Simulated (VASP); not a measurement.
Wanted: the native input for a VASP 6.6.1 run.

```yaml
Task: single point
Functional: PBE
Potentials_or_basis: VASP PAW PBE potentials, release 64 (Zn)
Cutoff: 520 eV
k_mesh: 24 × 24 × 12
Occupations: gaussian, width 0.1 eV
Spin: no spin polarisation
Dipole_correction: no
Further_INCAR_settings: ALGO = Fast; EDIFF = 1e-06; NBANDS = 19
```

The structure of Zn lies in POSCAR:

```
Zn
1.0
    2.6449507729      0.0000000000      0.0000000000
   -1.3224753864      2.2905945611      0.0000000000
    0.0000000000      0.0000000000      5.0319221039
Zn
2
Direct
    0.3333333333      0.6666666667      0.7500000000
    0.6666666667      0.3333333333      0.2500000000
```

These files were run (other wordings do the same):

INCAR

```
PREC     = Accurate       # precision mode
ENCUT    = 520            # plane-wave cutoff, eV
EDIFF    = 1E-6           # SCF threshold, eV
ISMEAR   = 0              # smearing method
SIGMA    = 0.1            # smearing width, eV
LREAL    = False          # projectors in reciprocal space
LASPH    = True           # aspherical terms in the spheres
NELM     = 80             # most SCF steps
ALGO     = Fast           # electronic algorithm
ISIF     = 2              # what is computed and relaxed
LWAVE    = False          # write WAVECAR
LCHARG   = False          # write CHGCAR
GGA      = PE             # functional
NBANDS   = 19             # bands
```

KPOINTS

```
regular mesh
0
Gamma
  24 24 12
```

Potentials or basis: VASP PAW PBE potentials, release 64 (Zn).

Launch:

```sh
$ cat potpaw_PBE.64/Zn/POTCAR > POTCAR
$ mpirun -np 1 vasp_std > vasp.out
```

It gave:

```yaml
Pressure: 0.7 GPa
Band_gap_on_the_k_mesh: zero (bands 12 and 13 overlap by 4.84 eV)
```

Wall time 91 s on 1 thread of Intel(R) Xeon(R) 6975P-C (Granite Rapids), on a shared host, peak memory 0.3 GiB.
